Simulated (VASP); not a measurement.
# Hf (P6_3/mmc) in VASP: notebook

Hf is run at these levels: PBE, BLYP+D3(BJ); tasks: single point, relaxation of cell and atoms.

All numbers are computed with VASP 6.6.1; they aren't measurements. Logs are shortened: lines on timing, memory, paths and dates and some standing lists are left out, and cuts for length are marked.

## (1) The cell of the first run

The structure is hexagonal, space group P6_3/mmc (No. 194). The conventional cell has a = 3.197 Å, b = 3.197 Å, c = 5.058 Å, α = 90.00°, β = 90.00°, γ = 120.00°. Hf (site symmetry -6m2) has 12 Hf at 3.13 to 3.20 Å within 4.1 Å.

## (2) Single point, PBE

Contents of INCAR:

```
PREC     = Accurate       # precision mode
ENCUT    = 520            # plane-wave cutoff, eV
EDIFF    = 1E-6           # SCF threshold, eV
ISMEAR   = 0              # smearing method
SIGMA    = 0.024          # smearing width, eV
LREAL    = False          # projectors in reciprocal space
LASPH    = True           # aspherical terms in the spheres
NELM     = 60             # most SCF steps
ALGO     = Normal         # electronic algorithm
ISIF     = 2              # what is computed and relaxed
LWAVE    = False          # write WAVECAR
LCHARG   = False          # write CHGCAR
GGA      = PE             # functional
NBANDS   = 17             # bands
```

Contents of KPOINTS:

```
regular mesh
0
Gamma
  10 10 5
```

Contents of POSCAR:

```
Hf
1.0
    3.1967000000      0.0000000000      0.0000000000
   -1.5983500000      2.7684234083      0.0000000000
    0.0000000000      0.0000000000      5.0578000000
Hf
2
Direct
    0.6666666667      0.3333333333      0.7500000000
    0.3333333333      0.6666666667      0.2500000000
```

Potentials or basis: VASP PAW PBE potentials, release 64 (Hf_pv).

Started as:

```sh
$ cat potpaw_PBE.64/Hf_pv/POTCAR > POTCAR
$ mpirun -np 1 vasp_std > vasp.out
```

OUTCAR:

```text
PREC = Accurate
   ENCUT = 520
   EDIFF = 1E-6
   ISMEAR = 0
   LREAL = False
   LASPH = True
   NELM = 60
   ISIF = 2
   GGA = PE

 ion  position               nearest neighbor table
   1  0.667  0.333  0.750-   2 3.13   2 3.13   2 3.13   2 3.13   2 3.13   2 3.13
   2  0.333  0.667  0.250-   1 3.13   1 3.13   1 3.13   1 3.13   1 3.13   1 3.13

  LATTYP: Found a hexagonal cell.
 ALAT       =     3.1967000000
 C/A-ratio  =     1.5821941377

  Lattice vectors:

 A1 = (   3.1967000000,   0.0000000000,   0.0000000000)
 A2 = (  -1.5983500000,   2.7684234083,   0.0000000000)
 A3 = (   0.0000000000,   0.0000000000,   5.0578000000)

Analysis of symmetry for initial positions (statically):
=====================================================================
 Subroutine PRICEL returns:
 Original cell was already a primitive cell.

 Routine SETGRP: Setting up the symmetry group for a
 hexagonal supercell.

 Subroutine GETGRP returns: Found 24 space group operations
 (whereof 12 operations were pure point group operations)
 out of a pool of 24 trial point group operations.

The static configuration has the point symmetry D_3d.
 The point group associated with its full space group is D_6h.

Analysis of symmetry for dynamics (positions and initial velocities):
=====================================================================
 Subroutine PRICEL returns:
 Original cell was already a primitive cell.

 Routine SETGRP: Setting up the symmetry group for a
 hexagonal supercell.

 Subroutine GETGRP returns: Found 24 space group operations
 (whereof 12 operations were pure point group operations)
 out of a pool of 24 trial point group operations.

The dynamic configuration has the point symmetry D_3d.
 The point group associated with its full space group is D_6h.

 Subroutine INISYM returns: Found 24 space group operations
 (whereof 12 operations are pure point group operations),
 and found     1 'primitive' translations

----------------------------------------------------------------------------------------

                                     Primitive cell

  volume of cell :      44.7606

  direct lattice vectors                    reciprocal lattice vectors
     3.196700000  0.000000000  0.000000000     0.312822598  0.180608211  0.000000000
    -1.598350000  2.768423408  0.000000000     0.000000000  0.361216423  0.000000000
     0.000000000  0.000000000  5.057800000     0.000000000  0.000000000  0.197714421

  length of vectors
     3.196700000  3.196700000  5.057800000     0.361216423  0.361216423  0.197714421

  position of ions in fractional coordinates (direct lattice)
     0.666666667  0.333333333  0.750000000
     0.333333333  0.666666667  0.250000000

  ion indices of the primitive-cell ions
   primitive index   ion index
                 1           1
                 2           2

----------------------------------------------------------------------------------------

 KPOINTS: regular mesh

Automatic generation of k-mesh.
 Grid dimensions read from file:
 generate k-points for:   10   10    5

 Generating k-lattice:

  Cartesian coordinates                     Fractional coordinates (reciprocal lattice)
     0.031282260  0.018060821  0.000000000     0.100000000 -0.000000000  0.000000000
     0.000000000  0.036121642  0.000000000     0.000000000  0.100000000  0.000000000
     0.000000000  0.000000000  0.039542884     0.000000000  0.000000000  0.200000000

  Length of vectors
     0.036121642  0.036121642  0.039542884

  Shift w.r.t. Gamma in fractional coordinates (k-lattice)
     0.000000000  0.000000000  0.000000000

 Subroutine IBZKPT returns following result:
 ===========================================

 Found     42 irreducible k-points:

 Following reciprocal coordinates:
            Coordinates               Weight
  0.000000  0.000000  0.000000      1.000000
  0.100000  0.000000  0.000000      6.000000
  0.200000  0.000000  0.000000      6.000000
  0.300000  0.000000  0.000000      6.000000
  0.400000  0.000000  0.000000      6.000000
  0.500000  0.000000  0.000000      3.000000
[... 16 lines left out ...]
  0.300000  0.100000  0.200000     24.000000
  0.400000  0.100000  0.200000     24.000000
 [... further k-points ...]
   k-points           NKPTS =     42   k-points in BZ     NKDIM =     42   number of bands    NBANDS=     17
   number of dos      NEDOS =    301   number of ions     NIONS =      2
   total plane-waves  NPLWV =  23040
   dimension x,y,z NGX =    24 NGY =   24 NGZ =   40
   dimension x,y,z NGXF=    48 NGYF=   48 NGZF=   80
   ions per type =               2
   NGX,Y,Z   is equivalent  to a cutoff of  12.48, 12.48, 13.15 a.u.
   NGXF,Y,Z  is equivalent  to a cutoff of  24.96, 24.96, 26.30 a.u.
 SYSTEM =  unknown system
   PREC   = accura    normal or accurate (medium, high low for compatibility)
   ISTART =      0    job   : 0-new  1-cont  2-samecut
   ICHARG =      2    charge: 1-file 2-atom 10-const
   ISPIN  =      1    spin polarized calculation?
   LNONCOLLINEAR =      F non collinear calculations
   LSORBIT =      F    spin-orbit coupling
   LASPH  =      T    aspherical Exc in radial PAW
   ENCUT  =  520.0 eV  38.22 Ry    6.18 a.u.   5.94  5.94  9.40*2*pi/ulx,y,z
   NELM   =     60;   NELMIN=  2; NELMDL= -5     # of ELM steps
   EDIFF  = 0.1E-05   stopping-criterion for ELM
   LREAL  =      F    real-space projection
   EDIFFG = 0.1E-04   stopping-criterion for IOM
   NSW    =      0    number of steps for IOM
   IBRION =     -1    ionic relax: 0-MD 1-quasi-New 2-CG
   NFREE  =      0    steps in history (QN), initial steepest desc. (CG)
   ISIF   =      2    stress and relaxation
   ISYM   =      2    0-nonsym 1-usesym 2-fastsym
   POTIM  = 0.5000    time-step for ionic-motion
   TEBEG  =    0.0;   TEEND  =   0.0 temperature during run
   PSTRESS=    0.0 pullay stress
   NELECT =      20.0000    total number of electrons
   NUPDOWN=      -1.0000    fix difference up-down
   EMIN   =  10.00;   EMAX   =-10.00  energy-range for DOS
   EFERMI =   0.00;   METHOD = LEGACY
   ISMEAR =     0;   SIGMA  =   0.02  broadening in eV -4-tet -1-fermi 0-gaus
   EFERMI_NEDOS =   21; number of points for ismear=-14 and -15
   IALGO  =     38    algorithm
   IMIX   =      4    mixing-type and parameters
     AMIX     =   0.40;   BMIX     =  1.00
     AMIX_MAG =   1.60;   BMIX_MAG =  1.00
  volume/ion in A,a.u.               =      22.38       151.03
  Fermi-wavevector in a.u.,A,eV,Ry     =   1.251563  2.365112 21.312311  1.566411
  Thomas-Fermi vector in A             =   2.385505
   LORBIT       =      0    0 simple, 1 ext, 2 COOP (PROOUT), +10 PAW based schemes
   GGA     = PE    functional components
   LHFCALC =     F    Hartree Fock is set to
   AEXX    =    0.0000 exact exchange contribution
   IVDW    =     0    specifies the selected vdW correction
   LEPSILON=     F    determine dielectric tensor
   LRPA    =     F    only Hartree local field effects (RPA)
 non-spin polarized calculation
 Gauss-broadening in eV      SIGMA  =   0.02
  energy-cutoff  :      520.00
  volume of cell :       44.76
 maximum number of plane-waves:      1220
 NGX is ok and might be reduce to    24
   NGX = 11   NGY = 11   NGZ = 19

 number of electron      20.0000004 magnetization

 Free energy of the ion-electron system (eV)
  ---------------------------------------------------
  ext. energy  EPLUGINS =         0.00000000
  ---------------------------------------------------
  free energy    TOTEN  =       -19.84974951 eV

  energy without entropy =      -19.84905533  energy(sigma->0) =      -19.84940242

 E-fermi :   4.8972     XC(G=0): -11.2811

 val. band max:        4.8949268667   @ k =   0.1000   0.1000   0.4000
 cond. band min:       4.9108887646   @ k =   0.1000   0.1000   0.2000
 fundamental gap:      0.0159618979
 Fermi energy:         4.8971501085

 k-point     1 :       0.0000    0.0000    0.0000
  band No.  band energies     occupation
      1     -26.1589      2.00000
      2     -25.4143      2.00000
      3     -25.4143      2.00000
      4     -25.2933      2.00000
      5     -25.2867      2.00000
      6     -25.2867      2.00000
[... 9 lines left out ...]
     16       7.5540      0.00000
     17      10.2484      0.00000

 k-point     2 :       0.1000    0.0000    0.0000
  band No.  band energies     occupation
      1     -26.1333      2.00000
      2     -25.4687      2.00000
      3     -25.4325      2.00000
      4     -25.3439      2.00000
      5     -25.3052      2.00000
      6     -25.2941      2.00000
[... 9 lines left out ...]
     16       7.2797      0.00000
     17      10.4683      0.00000

 k-point     3 :       0.2000    0.0000    0.0000
  band No.  band energies     occupation
      1     -26.0612      2.00000
      2     -25.6111      2.00000
      3     -25.4885      2.00000
      4     -25.4781      2.00000
      5     -25.3410      2.00000
      6     -25.3150      2.00000
[... 9 lines left out ...]
     16       7.9637      0.00000
     17      10.8682      0.00000

 k-point     4 :       0.3000    0.0000    0.0000
  band No.  band energies     occupation
      1     -25.9576      2.00000
      2     -25.7871      2.00000
      3     -25.6576      2.00000
      4     -25.5318      2.00000
      5     -25.3997      2.00000
      6     -25.3430      2.00000
[... 9 lines left out ...]
     16       9.1299      0.00000
     17      11.1745      0.00000
[... 343 lines left out ...]
      1     -25.9777      2.00000
      2     -25.6867      2.00000
      3     -25.6335      2.00000
      4     -25.5057      2.00000
      5     -25.3826      2.00000
      6     -25.3638      2.00000
[... 9 lines left out ...]
     16       8.9283      0.00000
     17      10.7292      0.00000

 k-point    23 :       0.3000    0.1000    0.2000
  band No.  band energies     occupation
      1     -25.9670      2.00000
      2     -25.8204      2.00000
      3     -25.7038      2.00000
      4     -25.5624      2.00000
      5     -25.4376      2.00000
      6     -25.3953      2.00000
[... 9 lines left out ...]
     16       9.8290      0.00000
     17      11.0361      0.00000

 k-point    24 :       0.4000    0.1000    0.2000
  band No.  band energies     occupation
      1     -26.0124      2.00000
      2     -25.8854      2.00000
      3     -25.7028      2.00000
      4     -25.5832      2.00000
      5     -25.4894      2.00000
      6     -25.4176      2.00000
[... 9 lines left out ...]
     16      10.8528      0.00000
     17      11.6645      0.00000

 [... further k-points ...]
[... 5 lines left out ...]
  --------------------------------------------------------------------------------------
  -------------------------------------------------------------------------------------
  Total        0.0841215      0.0841215     -0.0184623      0.0000000      0.0000000      0.0000000
  in kB        3.0110766      3.0110766     -0.6608461      0.0000000      0.0000000      0.0000000
  external PRESSURE =       1.7871024 kB  Pullay stress =       0.0000000 kB

 VOLUME and BASIS-vectors are now :
 -----------------------------------------------------------------------------
  energy-cutoff  :      520.00
  volume of cell :       44.76
      direct lattice vectors                 reciprocal lattice vectors
     3.196700000  0.000000000  0.000000000     0.312822598  0.180608211  0.000000000
    -1.598350000  2.768423408  0.000000000     0.000000000  0.361216423  0.000000000
     0.000000000  0.000000000  5.057800000     0.000000000  0.000000000  0.197714421

 POSITION                                       TOTAL-FORCE (eV/Angst)
 -----------------------------------------------------------------------------------
      1.59835      0.92281      3.79335         0.000000     -0.000000      0.000000
     -0.00000      1.84562      1.26445        -0.000000      0.000000      0.000000
 -----------------------------------------------------------------------------------
    total drift:                               -0.000000      0.000000     -0.000000

  FREE ENERGIE OF THE ION-ELECTRON SYSTEM (eV)
  ---------------------------------------------------
  free  energy   TOTEN  =       -19.8497495110 eV

  energy  without entropy=      -19.8490553318  energy(sigma->0) =      -19.84940242
```

It took 10 s on 1 thread of Intel Xeon 6975P-C (Granite Rapids), shared host; peak memory 0.17 GiB.

What came out:

```yaml
Free_energy: -19.8497 eV
Pressure: 0.2 GPa
Band_gap_on_the_k_mesh: zero (band 10 reaches 6.10 eV, above the bottom of band 11 at 4.60 eV)
```

Stress tensor (GPa, compression positive):
```
 0.30  0.00  0.00
 0.00  0.30  0.00
 0.00  0.00 -0.07
```

Caveat: spin-orbit coupling is left out, which moves the levels of the heavy elements.

## (3) Relaxation of cell and atoms, BLYP+D3(BJ)

Contents of INCAR:

```
SYSTEM = Hf
PREC = Accurate ; ENCUT = 600
EDIFF = 1E-6 ; ISMEAR = -1
SIGMA = 0.05 ; LREAL = .FALSE.
LASPH = .TRUE. ; NELM = 100
ALGO = Normal ; ISIF = 3
LWAVE = .FALSE. ; LCHARG = .FALSE.
GGA = B5 ; ALDAX = 1.0
AGGAX = 1.0 ; AGGAC = 1.0
ALDAC = 0.0 ; IVDW = 12
VDW_S6 = 1.0 ; VDW_S8 = 2.6996
VDW_A1 = 0.4298 ; VDW_A2 = 4.2359
IBRION = 2 ; NSW = 80
EDIFFG = -0.01
```

Contents of KPOINTS:

```
Automatic mesh
0
G
  10 10 5
  0 0 0
```

POSCAR is that of step 2.

Potentials or basis: VASP PAW PBE potentials, release 64 (Hf_pv).

Started as:

```sh
$ cat potpaw_PBE.64/Hf_pv/POTCAR > POTCAR
$ mpirun -np 1 vasp_std > vasp.out
```

OUTCAR:

```text
SYSTEM = Hf
   PREC = Accurate
   ENCUT = 600
   EDIFF = 1E-6
   ISMEAR = -1
   LREAL = .FALSE.
   LASPH = .TRUE.
   NELM = 100
   ISIF = 3
   GGA = B5
   IVDW = 12
   IBRION = 2
   NSW = 80
   EDIFFG = -0.01
 IVDW          = 12

 ion  position               nearest neighbor table
   1  0.667  0.333  0.750-   2 3.13   2 3.13   2 3.13   2 3.13   2 3.13   2 3.13
   2  0.333  0.667  0.250-   1 3.13   1 3.13   1 3.13   1 3.13   1 3.13   1 3.13

  LATTYP: Found a hexagonal cell.
 ALAT       =     3.1967000000
 C/A-ratio  =     1.5821941377

  Lattice vectors:

 A1 = (   3.1967000000,   0.0000000000,   0.0000000000)
 A2 = (  -1.5983500000,   2.7684234083,   0.0000000000)
 A3 = (   0.0000000000,   0.0000000000,   5.0578000000)

Analysis of symmetry for initial positions (statically):
=====================================================================
 Subroutine PRICEL returns:
 Original cell was already a primitive cell.

 Routine SETGRP: Setting up the symmetry group for a
 hexagonal supercell.

 Subroutine GETGRP returns: Found 24 space group operations
 (whereof 12 operations were pure point group operations)
 out of a pool of 24 trial point group operations.

The static configuration has the point symmetry D_3d.
 The point group associated with its full space group is D_6h.

Analysis of symmetry for dynamics (positions and initial velocities):
[... 157 lines left out ...]
  ext. energy  EPLUGINS =         0.00000000
  ---------------------------------------------------
  free energy    TOTEN  =       -17.23357787 eV

  energy without entropy =      -17.22321144  energy(sigma->0) =      -17.22839465

------------------------ aborting loop because EDIFF is reached ----------------------------------------

 Edisp (eV)   -2.24940

 E8    (eV) :    -1.8090
[... 111 lines left out ...]
--------------------------------------- Ionic step        4  -------------------------------------------

 number of electron      19.9999998 magnetization

 Free energy of the ion-electron system (eV)
  ---------------------------------------------------
  ext. energy  EPLUGINS =         0.00000000
  ---------------------------------------------------
  free energy    TOTEN  =       -17.15117841 eV

  energy without entropy =      -17.14260176  energy(sigma->0) =      -17.14689009

 E-fermi :   5.7645     XC(G=0): -10.9174

 val. band max:        5.7405274302   @ k =   0.1000   0.0000   0.2000
 cond. band min:       5.7830001367   @ k =   0.0000   0.0000   0.4000
 fundamental gap:      0.0424727065
 Fermi energy:         5.7644844120

 k-point     1 :       0.0000    0.0000    0.0000
  band No.  band energies     occupation
      1     -25.2157      2.00000
      2     -24.3329      2.00000
      3     -24.3329      2.00000
      4     -24.1851      2.00000
      5     -24.1820      2.00000
      6     -24.1820      2.00000
      7      -1.6100      2.00000
      8       1.9507      2.00000
      9       6.8431      0.00000
     10       6.8792      0.00000
     11       6.8792      0.00000
     12       7.1800      0.00000
     13       7.7400      0.00000
     14       7.7400      0.00000
[... 377 lines left out ...]
      1     -25.0458      2.00000
      2     -24.8948      2.00000
      3     -24.6745      2.00000
      4     -24.5340      2.00000
      5     -24.4197      2.00000
      6     -24.3363      2.00000
      7       2.2604      2.00000
      8       3.1937      2.00000
      9       4.0708      2.00000
     10       4.6627      2.00000
     11       6.3671      0.00001
     12       6.9752      0.00000
     13       7.4825      0.00000
     14      10.6835      0.00000

 [... further k-points ...]

------------------------ aborting loop because EDIFF is reached ----------------------------------------

 Edisp (eV)   -2.36629

 E8    (eV) :    -1.9036
[... 25 lines left out ...]
  FREE ENERGIE OF THE ION-ELECTRON SYSTEM (eV)
  ---------------------------------------------------
  free  energy   TOTEN  =       -19.5174726598 eV

  energy  without entropy=      -19.5088960100  energy(sigma->0) =      -19.51318433

 reached required accuracy - stopping structural energy minimisation
```

OSZICAR:

```text
N       E                     dE             d eps       ncg     rms          rms(c)
DAV:   1     0.527890152891E+02    0.52789E+02   -0.12543E+04  1176   0.151E+03
DAV:   2    -0.158034186397E+02   -0.68592E+02   -0.67509E+02  1458   0.286E+02
DAV:   3    -0.178421482194E+02   -0.20387E+01   -0.20144E+01  1572   0.316E+01
[... 31 lines left out ...]
DAV:   1    -0.171512558307E+02    0.22841E-02   -0.19128E-03  1188   0.384E-01    0.105E-01
DAV:   2    -0.171511973742E+02    0.58456E-04   -0.11836E-04  1224   0.924E-02    0.280E-02
DAV:   3    -0.171511796122E+02    0.17762E-04   -0.35653E-05  1212   0.465E-02    0.139E-02
DAV:   4    -0.171511781095E+02    0.15027E-05   -0.41016E-06  1246   0.162E-02    0.108E-02
DAV:   5    -0.171511784128E+02   -0.30323E-06   -0.39172E-07   618   0.400E-03
   4 F= -.19517473E+02 E0= -.19513184E+02  d E =-.344967E-01
```

CONTCAR:

```text
Hf
   1.00000000000000
     3.1466654624850667    0.0000000000000000    0.0000000000000000
    -1.5733327312425334    2.7250922277444158    0.0000000000000000
     0.0000000000000000    0.0000000000000000    4.9743752807149839
  Hf
     2
Direct
     0.6666666667000030    0.3333333332999970    0.7500000000000000
     0.3333333332999970    0.6666666667000030    0.2500000000000000

  0.00000000E+00  0.00000000E+00  0.00000000E+00
  0.00000000E+00  0.00000000E+00  0.00000000E+00
```

Wall time 62 s (1 thread of Intel Xeon 6975P-C (Granite Rapids), shared host); peak memory 0.21 GiB.

Results:

```yaml
Free_energy: -19.5175 eV
Relaxed_volume: 21.33 Å³/atom
Relaxed_cell: a = 3.147 Å, b = 3.147 Å, c = 4.974 Å, α = 90.00°, β = 90.00°, γ = 120.00°
Space_group_after_relaxing_to_0.05_Å: P6_3/mmc (No. 194)
Energy_gained_by_relaxing: 17.2 meV/atom
Ionic_steps: 4
Pressure_after_relaxing: 0.0 GPa
Band_gap_on_the_k_mesh: zero (band 10 reaches 6.88 eV, above the bottom of band 11 at 5.42 eV)
Dispersion_energy_per_atom: -1.183 eV
```

The path:
```tsv
step	energy change (eV)	largest force (eV/Å)	pressure (GPa)	volume (Å³)
1	0.0000	0.0000	-5.10	44.76
2	0.0177	0.0000	7.40	40.31
3	-0.0345	0.0000	-0.08	42.70
4	-0.0345	0.0000	0.03	42.66
```

Final structure:
```
Hf
1.0
     3.14667    0.00000    0.00000
    -1.57333    2.72509    0.00000
     0.00000    0.00000    4.97438
Hf
2
Cartesian
  1.5733 0.9084 3.7308
  0.0000 1.8167 1.2436
```

Caveat: the PAW data sets were made with another functional, which shifts forces and pressure a little; spin-orbit coupling is left out, which moves the levels of the heavy elements; pairwise dispersion overbinds metals, which lowers pressure and volume.

(Continued in part 2 of 2.)
